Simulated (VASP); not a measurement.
# Ir (Fm-3m) in VASP: a series of runs

Runs on Ir. Level: PBE. Tasks: single point.

Program: VASP 6.6.1. These are calculated values, not measurements. Logs are shortened: lines on timing, memory, paths and dates and some standing lists are left out, and cuts for length are marked.

**1. The cell of the first run**

It takes space group Fm-3m (No. 225, cubic). The conventional cell has a = 3.766 Å, b = 3.766 Å, c = 3.766 Å, α = 90.00°, β = 90.00°, γ = 90.00°. Within 3.5 Å of Ir (site symmetry m-3m) lie 12 Ir at 2.66 Å.

**2. Single point, PBE**

The input, INCAR:

```
  PREC = Accurate
  ENCUT = 500
  EDIFF = 1E-6
  ISMEAR = -1
  SIGMA = 0.1
  LREAL = F
  LASPH = T
  NELM = 120
  ALGO = Normal
  ISIF = 2
  LWAVE = F
  LCHARG = F
  GGA = PE
  NBANDS = 10
  GGA_COMPAT = F
```

The input, KPOINTS:

```
Automatic mesh
0
Gamma
  13 13 13
```

The input, POSCAR:

```
Ir
1.0
    0.0000000000      1.8831259299      1.8831259299
    1.8831259299      0.0000000000      1.8831259299
    1.8831259299      1.8831259299      0.0000000000
Ir
1
Direct
    0.0000000000      0.0000000000      0.0000000000
```

Potentials or basis: VASP PAW PBE potentials, release 64 (Ir).

Command:

```
$ cat potpaw_PBE.64/Ir/POTCAR > POTCAR
$ mpirun -np 1 vasp_std > vasp.out
```

OUTCAR:

```text
PREC = Accurate
   ENCUT = 500
   EDIFF = 1E-6
   ISMEAR = -1
   LREAL = F
   LASPH = T
   NELM = 120
   ISIF = 2
   GGA = PE

 ion  position               nearest neighbor table
   1  0.000  0.000  0.000-

  LATTYP: Found a face centered cubic cell.
 ALAT       =     3.7662518598

  Lattice vectors:

 A1 = (   0.0000000000,   1.8831259299,   1.8831259299)
 A2 = (   1.8831259299,   0.0000000000,   1.8831259299)
 A3 = (   1.8831259299,   1.8831259299,   0.0000000000)

Analysis of symmetry for initial positions (statically):
=====================================================================
 Subroutine PRICEL returns:
 Original cell was already a primitive cell.

 Routine SETGRP: Setting up the symmetry group for a
 face centered cubic supercell.

 Subroutine GETGRP returns: Found 48 space group operations
 (whereof 48 operations were pure point group operations)
 out of a pool of 48 trial point group operations.

The static configuration has the point symmetry O_h .

Analysis of symmetry for dynamics (positions and initial velocities):
=====================================================================
 Subroutine PRICEL returns:
 Original cell was already a primitive cell.

 Routine SETGRP: Setting up the symmetry group for a
 face centered cubic supercell.

 Subroutine GETGRP returns: Found 48 space group operations
 (whereof 48 operations were pure point group operations)
 out of a pool of 48 trial point group operations.

The dynamic configuration has the point symmetry O_h .

 Subroutine INISYM returns: Found 48 space group operations
 (whereof 48 operations are pure point group operations),
 and found     1 'primitive' translations

----------------------------------------------------------------------------------------

                                     Primitive cell

  volume of cell :      13.3557

  direct lattice vectors                    reciprocal lattice vectors
     0.000000000  1.883125930  1.883125930    -0.265515966  0.265515966  0.265515966
     1.883125930  0.000000000  1.883125930     0.265515966 -0.265515966  0.265515966
     1.883125930  1.883125930  0.000000000     0.265515966  0.265515966 -0.265515966

  length of vectors
     2.663142230  2.663142230  2.663142230     0.459887143  0.459887143  0.459887143

  position of ions in fractional coordinates (direct lattice)
     0.000000000  0.000000000  0.000000000

  ion indices of the primitive-cell ions
   primitive index   ion index
                 1           1

----------------------------------------------------------------------------------------

 KPOINTS: Automatic mesh

Automatic generation of k-mesh.
 Grid dimensions read from file:
 generate k-points for:   13   13   13

 Generating k-lattice:

  Cartesian coordinates                     Fractional coordinates (reciprocal lattice)
    -0.020424305  0.020424305  0.020424305     0.076923077  0.000000000  0.000000000
     0.020424305 -0.020424305  0.020424305     0.000000000  0.076923077  0.000000000
     0.020424305  0.020424305 -0.020424305     0.000000000  0.000000000  0.076923077

  Length of vectors
     0.035375934  0.035375934  0.035375934

  Shift w.r.t. Gamma in fractional coordinates (k-lattice)
     0.000000000  0.000000000  0.000000000

 Subroutine IBZKPT returns following result:
 ===========================================

 Found     84 irreducible k-points:

 Following reciprocal coordinates:
            Coordinates               Weight
  0.000000  0.000000  0.000000      1.000000
  0.076923  0.000000  0.000000      8.000000
  0.153846  0.000000  0.000000      8.000000
  0.230769  0.000000  0.000000      8.000000
  0.307692  0.000000  0.000000      8.000000
  0.384615  0.000000  0.000000      8.000000
[... 16 lines left out ...]
  0.384615  0.153846  0.000000     24.000000
  0.461538  0.153846  0.000000     24.000000
 [... further k-points ...]
   k-points           NKPTS =     84   k-points in BZ     NKDIM =     84   number of bands    NBANDS=     10
   number of dos      NEDOS =    301   number of ions     NIONS =      1
   total plane-waves  NPLWV =   8000
   dimension x,y,z NGX =    20 NGY =   20 NGZ =   20
   dimension x,y,z NGXF=    40 NGYF=   40 NGZF=   40
   ions per type =               1
   NGX,Y,Z   is equivalent  to a cutoff of  12.48, 12.48, 12.48 a.u.
   NGXF,Y,Z  is equivalent  to a cutoff of  24.97, 24.97, 24.97 a.u.
 SYSTEM =  unknown system
   PREC   = accura    normal or accurate (medium, high low for compatibility)
   ISTART =      0    job   : 0-new  1-cont  2-samecut
   ICHARG =      2    charge: 1-file 2-atom 10-const
   ISPIN  =      1    spin polarized calculation?
   LNONCOLLINEAR =      F non collinear calculations
   LSORBIT =      F    spin-orbit coupling
   LASPH  =      T    aspherical Exc in radial PAW
   ENCUT  =  500.0 eV  36.75 Ry    6.06 a.u.   4.86  4.86  4.86*2*pi/ulx,y,z
   NELM   =    120;   NELMIN=  2; NELMDL= -5     # of ELM steps
   EDIFF  = 0.1E-05   stopping-criterion for ELM
   LREAL  =      F    real-space projection
   EDIFFG = 0.1E-04   stopping-criterion for IOM
   NSW    =      0    number of steps for IOM
   IBRION =     -1    ionic relax: 0-MD 1-quasi-New 2-CG
   NFREE  =      0    steps in history (QN), initial steepest desc. (CG)
   ISIF   =      2    stress and relaxation
   ISYM   =      2    0-nonsym 1-usesym 2-fastsym
   POTIM  = 0.5000    time-step for ionic-motion
   TEBEG  =    0.0;   TEEND  =   0.0 temperature during run
   PSTRESS=    0.0 pullay stress
   NELECT =       9.0000    total number of electrons
   NUPDOWN=      -1.0000    fix difference up-down
   EMIN   =  10.00;   EMAX   =-10.00  energy-range for DOS
   EFERMI =   0.00;   METHOD = LEGACY
   ISMEAR =    -1;   SIGMA  =   0.10  broadening in eV -4-tet -1-fermi 0-gaus
   EFERMI_NEDOS =   21; number of points for ismear=-14 and -15
   IALGO  =     38    algorithm
   IMIX   =      4    mixing-type and parameters
     AMIX     =   0.40;   BMIX     =  1.00
     AMIX_MAG =   1.60;   BMIX_MAG =  1.00
  volume/ion in A,a.u.               =      13.36        90.13
  Fermi-wavevector in a.u.,A,eV,Ry     =   1.435268  2.712263 28.027919  2.059994
  Thomas-Fermi vector in A             =   2.554585
   LORBIT       =      0    0 simple, 1 ext, 2 COOP (PROOUT), +10 PAW based schemes
   GGA     = PE    functional components
   LHFCALC =     F    Hartree Fock is set to
   AEXX    =    0.0000 exact exchange contribution
   IVDW    =     0    specifies the selected vdW correction
   LEPSILON=     F    determine dielectric tensor
   LRPA    =     F    only Hartree local field effects (RPA)
 non-spin polarized calculation
  energy-cutoff  :      500.00
  volume of cell :       13.36
 maximum number of plane-waves:       349
   NGX =  9   NGY =  9   NGZ =  9

 number of electron       9.0000001 magnetization

 Free energy of the ion-electron system (eV)
  ---------------------------------------------------
  ext. energy  EPLUGINS =         0.00000000
  ---------------------------------------------------
  free energy    TOTEN  =        -8.73717644 eV

  energy without entropy =       -8.70393998  energy(sigma->0) =       -8.72055821

 E-fermi :  11.4616     XC(G=0): -14.3324

 val. band max:       11.4144852643   @ k =  -0.3077   0.3077   0.0769
 cond. band min:      11.4976857956   @ k =   0.3077   0.2308   0.0000
 fundamental gap:      0.0832005312
 Fermi energy:        11.4616451086

 k-point     1 :       0.0000    0.0000    0.0000
  band No.  band energies     occupation
      1      -0.3159      2.00000
      2       7.1980      2.00000
      3       7.1980      2.00000
      4       7.1980      2.00000
      5      10.1478      2.00000
      6      10.1478      2.00000
      7      25.6255      0.00000
      8      31.5663      0.00000
      9      31.5663      0.00000
     10      31.5663      0.00000

 k-point     2 :       0.0769    0.0000    0.0000
  band No.  band energies     occupation
      1      -0.0374      2.00000
      2       7.0464      2.00000
      3       7.3195      2.00000
      4       7.3195      2.00000
      5      10.0676      2.00000
      6      10.0676      2.00000
      7      26.1172      0.00000
      8      30.2602      0.00000
      9      32.0371      0.00000
     10      32.0371      0.00000

 k-point     3 :       0.1538    0.0000    0.0000
  band No.  band energies     occupation
      1       0.7344      2.00000
      2       6.7222      2.00000
      3       7.5862      2.00000
      4       7.5862      2.00000
      5       9.9610      2.00000
      6       9.9610      2.00000
      7      27.2684      0.00000
      8      28.2135      0.00000
      9      33.3695      0.00000
     10      33.3695      0.00000

 k-point     4 :       0.2308    0.0000    0.0000
  band No.  band energies     occupation
      1       1.7524      2.00000
      2       6.5955      2.00000
      3       7.6995      2.00000
      4       7.6995      2.00000
      5      10.1909      1.99999
      6      10.1909      1.99999
      7      25.9253      0.00000
      8      28.5576      0.00000
      9      35.3157      0.00000
     10      35.3157      0.00000
[... 222 lines left out ...]
 k-point    22 :       0.3077    0.1538    0.0000
  band No.  band energies     occupation
      1       2.8711      2.00000
      2       5.6432      2.00000
      3       7.4278      2.00000
      4       8.5096      2.00000
      5      10.2418      1.99999
      6      11.3957      1.31843
      7      26.2758      0.00000
      8      29.5864      0.00000
      9      31.7259      0.00000
     10      32.8241      0.00000

 k-point    23 :       0.3846    0.1538    0.0000
  band No.  band energies     occupation
      1       3.4212      2.00000
      2       6.1720      2.00000
      3       6.9666      2.00000
      4       8.3140      2.00000
      5      11.8563      0.03789
      6      12.1026      0.00329
      7      23.5306      0.00000
      8      28.1629      0.00000
      9      30.9949      0.00000
     10      33.1427      0.00000

 k-point    24 :       0.4615    0.1538    0.0000
  band No.  band energies     occupation
      1       3.5231      2.00000
      2       6.3777      2.00000
      3       7.5597      2.00000
      4       8.0542      2.00000
      5      12.5325      0.00004
      6      13.7522      0.00000
      7      20.6313      0.00000
      8      27.1711      0.00000
      9      30.4879      0.00000
     10      31.8740      0.00000

 [... further k-points ...]

------------------------ aborting loop because EDIFF is reached ----------------------------------------

  FORCE on cell =-STRESS in cart. coord.  units (eV):
  Direction    XX          YY          ZZ          XY          YZ          ZX
  --------------------------------------------------------------------------------------
  -------------------------------------------------------------------------------------
  Total        3.0536046      3.0536046      3.0536046      0.0000000     -0.0000000     -0.0000000
  in kB      366.3155016    366.3155016    366.3155016      0.0000000     -0.0000000     -0.0000000
  external PRESSURE =     366.3155016 kB  Pullay stress =       0.0000000 kB

 VOLUME and BASIS-vectors are now :
 -----------------------------------------------------------------------------
  energy-cutoff  :      500.00
  volume of cell :       13.36
      direct lattice vectors                 reciprocal lattice vectors
     0.000000000  1.883125930  1.883125930    -0.265515966  0.265515966  0.265515966
     1.883125930  0.000000000  1.883125930     0.265515966 -0.265515966  0.265515966
     1.883125930  1.883125930  0.000000000     0.265515966  0.265515966 -0.265515966

 POSITION                                       TOTAL-FORCE (eV/Angst)
 -----------------------------------------------------------------------------------
      0.00000      0.00000      0.00000         0.000000     -0.000000      0.000000
 -----------------------------------------------------------------------------------
    total drift:                                0.000000      0.000000     -0.000000

  FREE ENERGIE OF THE ION-ELECTRON SYSTEM (eV)
  ---------------------------------------------------
  free  energy   TOTEN  =        -8.7371764388 eV

  energy  without entropy=       -8.7039399830  energy(sigma->0) =       -8.72055821
```

It took 19 s on 1 thread of Intel Xeon 8259CL, shared host; peak memory 0.13 GiB.

What came out:

| Quantity | Value |
| --- | --- |
| Free energy | -8.7372 eV |
| Pressure | 36.6 GPa |
| Band gap on the k mesh | zero (an odd number of electrons rules out a gap without spin polarisation) |

Caveat: the cell stands under pressure; spin-orbit coupling is left out, which moves the levels of the heavy elements.

**3. Single point, PBE**

This run uses another cell than the first one, of 13.78 Å³/atom.

The input, INCAR:

```
SYSTEM = Ir
PREC = Accurate
ENCUT = 500
EDIFF = 1E-6
ISMEAR = -1
SIGMA = 0.1
LREAL = .False.
LASPH = .True.
NELM = 120
ALGO = Normal
ISIF = 2
LWAVE = .False.
LCHARG = .False.
GGA = PE
NBANDS = 10
GGA_COMPAT = .False.
```

The input, KPOINTS:

```
regular mesh
0
Gamma
  13 13 13
  0 0 0
```

The input, POSCAR:

```
Ir
1.0
    0.0000000000      1.9027432368      1.9027432368
    1.9027432368      0.0000000000      1.9027432368
    1.9027432368      1.9027432368      0.0000000000
Ir
1
Direct
    0.0000000000      0.0000000000      0.0000000000
```

Potentials or basis: VASP PAW PBE potentials, release 64 (Ir).

Command:

```
$ cat potpaw_PBE.64/Ir/POTCAR > POTCAR
$ mpirun -np 1 vasp_std > vasp.out
```

Run time: 16 s. Hardware: 1 thread of Intel Xeon 8259CL, shared host; peak memory 0.14 GiB.

Results (log left out):

* Free energy: -8.8133 eV
* Pressure: 21.4 GPa
* Band gap on the k mesh: zero (an odd number of electrons rules out a gap without spin polarisation)

Levels at points of the mesh, in eV from the Fermi level:
| k point | band 2 | band 3 | band 4 | band 5 | band 6 | band 7 |
| --- | --- | --- | --- | --- | --- | --- |
| (0.00, 0.00, 0.00) | -4.06 | -4.06 | -4.06 | -1.26 | -1.26 | 14.24 |

Caveat: the cell stands under pressure; spin-orbit coupling is left out, which moves the levels of the heavy elements.

**4. Single point, PBE**

This run uses another cell than the first one, of 14.20 Å³/atom.

The input, INCAR:

```
PREC     = Accurate       # precision mode
ENCUT    = 500            # plane-wave cutoff, eV
EDIFF    = 1E-6           # SCF threshold, eV
ISMEAR   = -1             # smearing method
SIGMA    = 0.1            # smearing width, eV
LREAL    = F              # projectors in reciprocal space
LASPH    = T              # aspherical terms in the spheres
NELM     = 120            # most SCF steps
ALGO     = Normal         # electronic algorithm
ISIF     = 2              # what is computed and relaxed
LWAVE    = F              # write WAVECAR
LCHARG   = F              # write CHGCAR
GGA      = PE             # functional
NBANDS   = 10             # bands
GGA_COMPAT= F
```

The input, KPOINTS:

```
regular mesh
0
Gamma
  13 13 13
```

The input, POSCAR:

```
Ir
1.0
    0.0000000000      1.9219641664      1.9219641664
    1.9219641664      0.0000000000      1.9219641664
    1.9219641664      1.9219641664      0.0000000000
Ir
1
Direct
    0.0000000000      0.0000000000      0.0000000000
```

Command:

```
$ cat potpaw_PBE.64/Ir/POTCAR > POTCAR
$ mpirun -np 1 vasp_std > vasp.out
```

Run time: 17 s. Hardware: 1 thread of Intel Xeon 8259CL, shared host; peak memory 0.13 GiB.

The run converged. Its results:

| Quantity | Value |
| --- | --- |
| Free energy | -8.8527 eV |
| Pressure | 8.7 GPa |
| Band gap on the k mesh | zero (an odd number of electrons rules out a gap without spin polarisation) |

Levels at points of the mesh, in eV from the Fermi level:
```
           k point  band 1  band 2  band 3  band 4  band 5  band 6  band 7  band 8
(0.00, 0.00, 0.00)  -11.10   -3.88   -3.88   -3.88   -1.20   -1.20   14.31   19.88
```

Caveat: the cell stands under pressure; spin-orbit coupling is left out, which moves the levels of the heavy elements.

**5. Single point, PBE**

This run uses another cell than the first one, of 14.62 Å³/atom.

The input, INCAR:

```
SYSTEM = Ir
PREC     = Accurate       ! precision mode
ENCUT    = 500            ! plane-wave cutoff, eV
EDIFF    = 1E-6           ! SCF threshold, eV
ISMEAR   = -1             ! smearing method
SIGMA    = 0.1            ! smearing width, eV
LREAL    = .False.        ! projectors in reciprocal space
LASPH    = .True.         ! aspherical terms in the spheres
NELM     = 120            ! most SCF steps
ALGO     = Normal         ! electronic algorithm
ISIF     = 2              ! what is computed and relaxed
LWAVE    = .False.        ! write WAVECAR
LCHARG   = .False.        ! write CHGCAR
GGA      = PE             ! functional
NBANDS   = 10             ! bands
GGA_COMPAT= .False.
```

The input, KPOINTS:

```
regular mesh
0
Gamma
  13 13 13
  0 0 0
```

The input, POSCAR:

```
Ir
1.0
    0.0000000000      1.9408081540      1.9408081540
    1.9408081540      0.0000000000      1.9408081540
    1.9408081540      1.9408081540      0.0000000000
Ir
1
Direct
    0.0000000000      0.0000000000      0.0000000000
```

Command:

```
$ cat potpaw_PBE.64/Ir/POTCAR > POTCAR
$ mpirun -np 1 vasp_std > vasp.out
```

Run time: 17 s. Hardware: 1 thread of Intel Xeon 8259CL, shared host; peak memory 0.13 GiB.

It converged, with:

- Free energy: -8.8614 eV
- Pressure: -2.0 GPa
- Band gap on the k mesh: zero (an odd number of electrons rules out a gap without spin polarisation)

Levels at points of the mesh, in eV from the Fermi level:
| k point | band 1 | band 2 | band 3 | band 4 | band 5 | band 6 | band 7 | band 8 |
| --- | --- | --- | --- | --- | --- | --- | --- | --- |
| (0.00, 0.00, 0.00) | -10.78 | -3.70 | -3.70 | -3.70 | -1.15 | -1.15 | 14.37 | 19.77 |

Caveat: spin-orbit coupling is left out, which moves the levels of the heavy elements.

**6. Single point, PBE**

This run uses another cell than the first one, of 15.04 Å³/atom.

The input, INCAR:

```
PREC     = Accurate       # precision mode
ENCUT    = 500            # plane-wave cutoff, eV
EDIFF    = 1E-6           # SCF threshold, eV
ISMEAR   = -1             # smearing method
SIGMA    = 0.1            # smearing width, eV
LREAL    = F              # projectors in reciprocal space
LASPH    = T              # aspherical terms in the spheres
NELM     = 120            # most SCF steps
ALGO     = Normal         # electronic algorithm
ISIF     = 2              # what is computed and relaxed
LWAVE    = F              # write WAVECAR
LCHARG   = F              # write CHGCAR
GGA      = PE             # functional
NBANDS   = 10             # bands
GGA_COMPAT= F
```

The input, KPOINTS:

```
regular mesh
0
Gamma
  13 13 13
```

The input, POSCAR:

```
Ir
1.0
    0.0000000000      1.9592931537      1.9592931537
    1.9592931537      0.0000000000      1.9592931537
    1.9592931537      1.9592931537      0.0000000000
Ir
1
Direct
    0.0000000000      0.0000000000      0.0000000000
```

Potentials or basis: VASP PAW PBE potentials, release 64 (Ir).

Command:

```
$ cat potpaw_PBE.64/Ir/POTCAR > POTCAR
$ mpirun -np 1 vasp_std > vasp.out
```

Wall time 18 s (1 thread of Intel Xeon 8259CL, shared host); peak memory 0.13 GiB.

Results (log left out):

- Free energy: -8.8444 eV
- Pressure: -10.9 GPa
- Band gap on the k mesh: zero (an odd number of electrons rules out a gap without spin polarisation)

Levels at points of the mesh, in eV from the Fermi level:
```csv
k point,band 1,band 2,band 3,band 4,band 5,band 6,band 7,band 8,band 9
"(0.00, 0.00, 0.00)",-10.48,-3.54,-3.54,-3.54,-1.10,-1.10,14.42,19.65,19.65
```

Caveat: the cell stands under tension; spin-orbit coupling is left out, which moves the levels of the heavy elements.

**7. Summary**

| cell | gap on the mesh (eV) | pressure (GPa) |
| --- | --- | --- |
| a = 2.663 Å, angles 60.0°, 1 atom | none | 36.6 |
| a = 2.691 Å, angles 60.0°, 1 atom | none | 21.4 |
| a = 2.718 Å, angles 60.0°, 1 atom | none | 8.7 |
| a = 2.745 Å, angles 60.0°, 1 atom | none | -2.0 |
| a = 2.771 Å, angles 60.0°, 1 atom | none | -10.9 |

Alike in all rows: task single point; level PBE; potentials or basis VASP PAW PBE potentials, release 64 (Ir); no spin polarisation; k mesh 13 × 13 × 13; cutoff (eV) 500; smearing fermi-dirac 0.1 eV.

Caveats: spin-orbit coupling is left out, which moves the levels of the heavy elements; the cell stands under pressure (at least some runs); the cell stands under tension (at least some runs).

Total energies depend on the potentials used, so only differences within one code and one set of settings carry meaning.
